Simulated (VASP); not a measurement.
Ni, 4 atoms in the cell. The structure is orthorhombic, space group Cmce (No. 64). Conventional cell: a = 3.814 Å, b = 6.460 Å, c = 3.815 Å, α = 90.00°, β = 90.00°, γ = 90.00°. Ni (site symmetry m) has 7 Ni at 2.09 to 2.35 Å within 2.8 Å. 

* Program: VASP 6.6.1
* Task: single point
* Functional: PBE
* Potentials or basis: VASP PAW PBE potentials, release 64 (Ni)
* Cutoff: 600 eV
* k mesh: 6 × 6 × 5
* Occupations: fermi-dirac, width 0.1 eV
* Spin: no spin polarisation
* Hubbard terms: Ni d U = 3.0 eV
* Dipole correction: no
* Further INCAR settings: ALGO = Normal; EDIFF = 1e-06; NBANDS = 28; ISYM = 0

Potentials or basis: VASP PAW PBE potentials, release 64 (Ni).

Command:

```bash
$ cat potpaw_PBE.64/Ni/POTCAR > POTCAR
$ mpirun -np 1 vasp_std > vasp.out
```

Hardware: 1 thread of Intel(R) Xeon(R) Platinum 8375C CPU @ 2.90GHz (Ice Lake), on a shared host.

Question: How long does it take, and how much memory?

Answer: Run time: 2.1 min on 1 thread of Intel(R) Xeon(R) Platinum 8375C CPU @ 2.90GHz (Ice Lake) (shared host), peak memory 0.24 GiB. Counts: scf iterations 18, k points 92.
